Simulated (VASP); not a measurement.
# Tl (I4/mmm) in VASP: further runs

The runs below take Tl through single point, with PBEsol.

Everything below comes from runs of VASP 6.6.1. Logs are shortened: lines on timing, memory, paths and dates and some standing lists are left out, and cuts for length are marked.

### Step 1. The cell of the first run

Symmetry: I4/mmm, No. 139, tetragonal system. Conventional cell: a = 3.766 Å, b = 3.766 Å, c = 3.824 Å, α = 90.00°, β = 90.00°, γ = 90.00°. Within 4.3 Å of Tl (site symmetry 4/mmm) lie 14 Tl at 3.28 to 3.82 Å.

### Step 2. Single point, PBEsol (strain -0.030 along x and y, -0.015 along z)

INCAR reads:

```
SYSTEM = Tl
PREC = Accurate
ENCUT = 520
EDIFF = 1E-6
ISMEAR = 0
SIGMA = 0.15
LREAL = .FALSE.
LASPH = .TRUE.
NELM = 60
ALGO = Fast
ISIF = 2
LWAVE = .FALSE.
LCHARG = .FALSE.
GGA = PS
NBANDS = 12
```

KPOINTS reads:

```
Automatic mesh
0
G
  18 18 18
  0 0 0
```

POSCAR reads:

```
Tl
1.0
   -1.8827700000      1.8827700000      1.9118850000
    1.8827700000     -1.8827700000      1.9118850000
    1.8827700000      1.8827700000     -1.9118850000
Tl
1
Direct
    0.0000000000      0.0000000000      0.0000000000
```

Potentials or basis: VASP PAW PBE potentials, release 64 (Tl_d).

Launch:

```sh
cat potpaw_PBE.64/Tl_d/POTCAR > POTCAR
mpirun -np 1 vasp_std > vasp.out
```

OUTCAR:

```text
SYSTEM = Tl
   PREC = Accurate
   ENCUT = 520
   EDIFF = 1E-6
   ISMEAR = 0
   LREAL = .FALSE.
   LASPH = .TRUE.
   NELM = 60
   ISIF = 2
   GGA = PS

 ion  position               nearest neighbor table
   1  0.000  0.000  0.000-

  LATTYP: Found a body centered tetragonal cell.
 ALAT       =     3.7655400000
 C/A-ratio  =     1.0154639175

  Lattice vectors:

 A1 = (  -1.8827700000,   1.8827700000,   1.9118850000)
 A2 = (   1.8827700000,  -1.8827700000,   1.9118850000)
 A3 = (   1.8827700000,   1.8827700000,  -1.9118850000)

Analysis of symmetry for initial positions (statically):
=====================================================================
 Subroutine PRICEL returns:
 Original cell was already a primitive cell.

 Routine SETGRP: Setting up the symmetry group for a
 body centered tetragonal supercell.

 Subroutine GETGRP returns: Found 16 space group operations
 (whereof 16 operations were pure point group operations)
 out of a pool of 16 trial point group operations.

The static configuration has the point symmetry D_4h.

Analysis of symmetry for dynamics (positions and initial velocities):
=====================================================================
 Subroutine PRICEL returns:
 Original cell was already a primitive cell.

 Routine SETGRP: Setting up the symmetry group for a
 body centered tetragonal supercell.

 Subroutine GETGRP returns: Found 16 space group operations
 (whereof 16 operations were pure point group operations)
 out of a pool of 16 trial point group operations.

The dynamic configuration has the point symmetry D_4h.

 Subroutine INISYM returns: Found 16 space group operations
 (whereof 16 operations are pure point group operations),
 and found     1 'primitive' translations

----------------------------------------------------------------------------------------

                                     Primitive cell

  volume of cell :      27.1092

  direct lattice vectors                    reciprocal lattice vectors
    -1.882770000  1.882770000  1.911885000     0.000000000  0.265566160  0.261522006
     1.882770000 -1.882770000  1.911885000     0.265566160  0.000000000  0.261522006
     1.882770000  1.882770000 -1.911885000     0.265566160  0.265566160  0.000000000

  length of vectors
     3.277949054  3.277949054  3.277949054     0.372718587  0.372718587  0.375567266

  position of ions in fractional coordinates (direct lattice)
     0.000000000  0.000000000  0.000000000

  ion indices of the primitive-cell ions
   primitive index   ion index
                 1           1

----------------------------------------------------------------------------------------

 KPOINTS: Automatic mesh

Automatic generation of k-mesh.
 Grid dimensions read from file:
 generate k-points for:   18   18   18

 Generating k-lattice:

  Cartesian coordinates                     Fractional coordinates (reciprocal lattice)
     0.000000000  0.014753676  0.014529000     0.055555556  0.000000000  0.000000000
     0.014753676  0.000000000  0.014529000     0.000000000  0.055555556  0.000000000
     0.014753676  0.014753676  0.000000000     0.000000000  0.000000000  0.055555556

  Length of vectors
     0.020706588  0.020706588  0.020864848

  Shift w.r.t. Gamma in fractional coordinates (k-lattice)
     0.000000000  0.000000000  0.000000000

 Subroutine IBZKPT returns following result:
 ===========================================

 Found    480 irreducible k-points:

 Following reciprocal coordinates:
            Coordinates               Weight
  0.000000  0.000000  0.000000      1.000000
  0.055556  0.000000 -0.000000      8.000000
  0.111111  0.000000 -0.000000      8.000000
  0.166667  0.000000  0.000000      8.000000
  0.222222  0.000000 -0.000000      8.000000
  0.277778  0.000000 -0.000000      8.000000
[... 16 lines left out ...]
 -0.277778  0.055556  0.000000     16.000000
 -0.222222  0.055556  0.000000     16.000000
 [... further k-points ...]
   k-points           NKPTS =    480   k-points in BZ     NKDIM =    480   number of bands    NBANDS=     12
   number of dos      NEDOS =    301   number of ions     NIONS =      1
   total plane-waves  NPLWV =  13824
   dimension x,y,z NGX =    24 NGY =   24 NGZ =   24
   dimension x,y,z NGXF=    48 NGYF=   48 NGZF=   48
   ions per type =               1
   NGX,Y,Z   is equivalent  to a cutoff of  12.17, 12.17, 12.17 a.u.
   NGXF,Y,Z  is equivalent  to a cutoff of  24.34, 24.34, 24.34 a.u.
 SYSTEM =  Tl
   PREC   = accura    normal or accurate (medium, high low for compatibility)
   ISTART =      0    job   : 0-new  1-cont  2-samecut
   ICHARG =      2    charge: 1-file 2-atom 10-const
   ISPIN  =      1    spin polarized calculation?
   LNONCOLLINEAR =      F non collinear calculations
   LSORBIT =      F    spin-orbit coupling
   LASPH  =      T    aspherical Exc in radial PAW
   ENCUT  =  520.0 eV  38.22 Ry    6.18 a.u.   6.09  6.09  6.09*2*pi/ulx,y,z
   NELM   =     60;   NELMIN=  2; NELMDL= -5     # of ELM steps
   EDIFF  = 0.1E-05   stopping-criterion for ELM
   LREAL  =      F    real-space projection
   EDIFFG = 0.1E-04   stopping-criterion for IOM
   NSW    =      0    number of steps for IOM
   IBRION =     -1    ionic relax: 0-MD 1-quasi-New 2-CG
   NFREE  =      0    steps in history (QN), initial steepest desc. (CG)
   ISIF   =      2    stress and relaxation
   ISYM   =      2    0-nonsym 1-usesym 2-fastsym
   POTIM  = 0.5000    time-step for ionic-motion
   TEBEG  =    0.0;   TEEND  =   0.0 temperature during run
   PSTRESS=    0.0 pullay stress
   NELECT =      13.0000    total number of electrons
   NUPDOWN=      -1.0000    fix difference up-down
   EMIN   =  10.00;   EMAX   =-10.00  energy-range for DOS
   EFERMI =   0.00;   METHOD = LEGACY
   ISMEAR =     0;   SIGMA  =   0.15  broadening in eV -4-tet -1-fermi 0-gaus
   EFERMI_NEDOS =   21; number of points for ismear=-14 and -15
   IALGO  =     68    algorithm
   IMIX   =      4    mixing-type and parameters
     AMIX     =   0.40;   BMIX     =  1.00
     AMIX_MAG =   1.60;   BMIX_MAG =  1.00
  volume/ion in A,a.u.               =      27.11       182.94
  Fermi-wavevector in a.u.,A,eV,Ry     =   1.281397  2.421490 22.340486  1.641979
  Thomas-Fermi vector in A             =   2.413770
   LORBIT       =      0    0 simple, 1 ext, 2 COOP (PROOUT), +10 PAW based schemes
   GGA     = PS    functional components
   LHFCALC =     F    Hartree Fock is set to
   AEXX    =    0.0000 exact exchange contribution
   IVDW    =     0    specifies the selected vdW correction
   LEPSILON=     F    determine dielectric tensor
   LRPA    =     F    only Hartree local field effects (RPA)
 non-spin polarized calculation
 RMM-DIIS sequential band-by-band and
 Gauss-broadening in eV      SIGMA  =   0.15
  energy-cutoff  :      520.00
  volume of cell :       27.11
 maximum number of plane-waves:       742
   NGX = 13   NGY = 13   NGZ = 13

 number of electron      12.9999997 magnetization

 Free energy of the ion-electron system (eV)
  ---------------------------------------------------
  ext. energy  EPLUGINS =         0.00000000
  ---------------------------------------------------
  free energy    TOTEN  =        -2.62085124 eV

  energy without entropy =       -2.61725948  energy(sigma->0) =       -2.61905536

 E-fermi :   6.9636     XC(G=0): -10.6386

 val. band max:        6.9404619941   @ k =  -0.3889   0.3889   0.1667
 cond. band min:       6.9649600986   @ k =   0.2778   0.2778   0.2222
 fundamental gap:      0.0244981044
 Fermi energy:         6.9636477203

 k-point     1 :       0.0000    0.0000    0.0000
  band No.  band energies     occupation
      1      -4.7426      2.00000
      2      -4.7426      2.00000
      3      -4.7194      2.00000
      4      -4.2529      2.00000
      5      -4.2306      2.00000
      6      -3.4805      2.00000
      7      18.2990      0.00000
      8      18.4274      0.00000
      9      18.4274      0.00000
     10      19.2755      0.00000
     11      19.4917      0.00000
     12      19.4917      0.00000

 k-point     2 :       0.0556    0.0000   -0.0000
  band No.  band energies     occupation
      1      -4.7414      2.00000
      2      -4.7379      2.00000
      3      -4.7048      2.00000
      4      -4.2585      2.00000
      5      -4.2326      2.00000
      6      -3.4073      2.00000
      7      17.4783      0.00000
      8      18.1387      0.00000
      9      18.1924      0.00000
     10      19.1303      0.00000
     11      19.3818      0.00000
     12      19.4474      0.00000

 k-point     3 :       0.1111    0.0000   -0.0000
  band No.  band energies     occupation
      1      -4.7571      2.00000
      2      -4.7296      2.00000
      3      -4.6425      2.00000
      4      -4.2765      2.00000
      5      -4.2356      2.00000
      6      -3.1826      2.00000
      7      15.6418      0.00000
      8      17.4248      0.00000
      9      17.6488      0.00000
     10      18.8314      0.00000
     11      19.3382      0.00000
     12      19.4656      0.00000
[... 286 lines left out ...]
 k-point    23 :      -0.2778    0.0556    0.0000
  band No.  band energies     occupation
      1      -4.8326      2.00000
      2      -4.7638      2.00000
      3      -4.3509      2.00000
      4      -4.3219      2.00000
      5      -4.2390      2.00000
      6      -1.8566      2.00000
      7      10.6264      0.00000
      8      14.6505      0.00000
      9      15.6242      0.00000
     10      18.5056      0.00000
     11      19.4477      0.00000
     12      20.4098      0.00000

 k-point    24 :      -0.2222    0.0556    0.0000
  band No.  band energies     occupation
      1      -4.7970      2.00000
      2      -4.7364      2.00000
      3      -4.4790      2.00000
      4      -4.3108      2.00000
      5      -4.2405      2.00000
      6      -2.4819      2.00000
      7      12.5681      0.00000
      8      15.4788      0.00000
      9      16.2942      0.00000
     10      18.7817      0.00000
     11      19.5630      0.00000
     12      19.8464      0.00000

 [... further k-points ...]

------------------------ aborting loop because EDIFF is reached ----------------------------------------

  FORCE on cell =-STRESS in cart. coord.  units (eV):
  Direction    XX          YY          ZZ          XY          YZ          ZX
  --------------------------------------------------------------------------------------
  -------------------------------------------------------------------------------------
  Total        0.3737209      0.3737209      0.3386077      0.0000000     -0.0000000      0.0000000
  in kB       22.0872488     22.0872488     20.0120266      0.0000000     -0.0000000      0.0000000
  external PRESSURE =      21.3955080 kB  Pullay stress =       0.0000000 kB

 VOLUME and BASIS-vectors are now :
 -----------------------------------------------------------------------------
  energy-cutoff  :      520.00
  volume of cell :       27.11
      direct lattice vectors                 reciprocal lattice vectors
    -1.882770000  1.882770000  1.911885000     0.000000000  0.265566160  0.261522006
     1.882770000 -1.882770000  1.911885000     0.265566160  0.000000000  0.261522006
     1.882770000  1.882770000 -1.911885000     0.265566160  0.265566160  0.000000000

 POSITION                                       TOTAL-FORCE (eV/Angst)
 -----------------------------------------------------------------------------------
      0.00000      0.00000      0.00000         0.000000      0.000000      0.000000
 -----------------------------------------------------------------------------------
    total drift:                                0.000000      0.000000      0.000000

  FREE ENERGIE OF THE ION-ELECTRON SYSTEM (eV)
  ---------------------------------------------------
  free  energy   TOTEN  =        -2.6208512434 eV

  energy  without entropy=       -2.6172594766  energy(sigma->0) =       -2.61905536
```

Run time: 27 s. Hardware: 1 thread of Intel Xeon 6975P-C (Granite Rapids), shared host; peak memory 0.25 GiB.

What came out:

```yaml
Free_energy: -2.6209 eV
Pressure: 2.1 GPa
Band_gap_on_the_k_mesh: zero (an odd number of electrons rules out a gap without spin polarisation)
```

Caveat: the cell differs from its parent crystal (strain -0.030 along x and y, -0.015 along z); the PAW data sets were made with another functional, which shifts forces and pressure a little; spin-orbit coupling is left out, which moves the levels of the heavy elements.

### Step 3. Single point, PBEsol (strain -0.030 along x and y, +0.000 along z)

INCAR reads:

```
SYSTEM = Tl
PREC = Accurate ; ENCUT = 520
EDIFF = 1E-6 ; ISMEAR = 0
SIGMA = 0.15 ; LREAL = .False.
LASPH = .True. ; NELM = 60
ALGO = Fast ; ISIF = 2
LWAVE = .False. ; LCHARG = .False.
GGA = PS ; NBANDS = 12
```

KPOINTS reads:

```
Automatic mesh
0
Gamma
  18 18 18
  0 0 0
```

POSCAR reads:

```
Tl
1.0
   -1.8827700000      1.8827700000      1.9410000000
    1.8827700000     -1.8827700000      1.9410000000
    1.8827700000      1.8827700000     -1.9410000000
Tl
1
Direct
    0.0000000000      0.0000000000      0.0000000000
```

Potentials or basis: VASP PAW PBE potentials, release 64 (Tl_d).

Launch:

```sh
cat potpaw_PBE.64/Tl_d/POTCAR > POTCAR
mpirun -np 1 vasp_std > vasp.out
```

Run time: 56 s. Hardware: 1 thread of Intel Xeon 6975P-C (Granite Rapids), shared host; peak memory 0.27 GiB.

It converged, with:

| Property | Result |
| --- | --- |
| Free energy | -2.6250 eV |
| Pressure | 1.4 GPa |
| Band gap on the k mesh | zero (an odd number of electrons rules out a gap without spin polarisation) |

Stress tensor (GPa, compression positive):
```
1.60 0.00 0.00
0.00 1.60 0.00
0.00 0.00 1.12
```

Levels at points of the mesh, in eV from the Fermi level:
```tsv
k point	band 4	band 5	band 6	band 7	band 8	band 9
(0.00, 0.00, 0.00)	-11.23	-11.18	-10.34	11.07	11.29	11.29
(0.50, 0.00, 0.00)	-11.20	-10.89	-5.05	-2.96	6.14	7.44
(0.50, 0.50, 0.00)	-11.18	-10.88	-4.87	-2.86	5.71	6.93
(0.50, 0.50, 0.50)	-10.96	-10.96	-1.38	1.01	1.61	1.61
```

Caveat: the cell differs from its parent crystal (strain -0.030 along x and y, +0.000 along z); the PAW data sets were made with another functional, which shifts forces and pressure a little; spin-orbit coupling is left out, which moves the levels of the heavy elements.

The gap in the log of VASP goes by the Fermi energy; the results here count the filled bands.